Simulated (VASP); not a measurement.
Input of a VASP 6.6.1 run:

File POSCAR:

```
CdSe
1.0
    0.0000000000      3.0287759606      3.0287759606
    3.0287759606      0.0000000000      3.0287759606
    3.0287759606      3.0287759606      0.0000000000
Cd Se
1 1
Direct
    0.0000000000      0.0000000000      0.0000000000
    0.2500000000      0.2500000000      0.2500000000
```

Contents of INCAR.step1:

```
  ALGO = Normal
  EDIFF = 1E-5
  ENCUT = 520
  GGA = PE
  ISIF = 2
  ISMEAR = -1
  LASPH = True
  LCHARG = False
  LREAL = False
  LWAVE = True
  NBANDS = 16
  NELM = 80
  PREC = Accurate
  SIGMA = 0.05
```

The input INCAR.step2:

```
  AEXX = 0.5
  ALGO = Normal
  EDIFF = 1E-7
  ENCUT = 520
  ISIF = 2
  ISMEAR = -1
  ISTART = 1
  LASPH = True
  LCHARG = False
  LHFCALC = True
  LMIXTAU = True
  LREAL = False
  LWAVE = False
  METAGGA = R2SCAN
  NBANDS = 16
  NELM = 80
  PREC = Accurate
  PRECFOCK = Normal
  SIGMA = 0.05
```

KPOINTS

```
k-points
0
Gamma
  4 4 4
```

Potentials or basis: VASP PAW PBE potentials, release 64 (Cd, Se).

The run is started by

```sh
$ cat potpaw_PBE.64/Cd/POTCAR potpaw_PBE.64/Se/POTCAR > POTCAR
$ cp INCAR.step1 INCAR
$ mpirun -np 1 vasp_std > vasp.out
$ cp INCAR.step2 INCAR
$ mpirun -np 1 vasp_std > vasp.out
```

Problem. Predict the pressure.

Solution. 1.0 GPa.

Problem. Predict the band gap on the k mesh.

Solution. 4.10 eV.

Caveat: the k points lie up to 0.45 Å⁻¹ apart; the PAW data sets were made with another functional, which shifts forces and pressure a little.
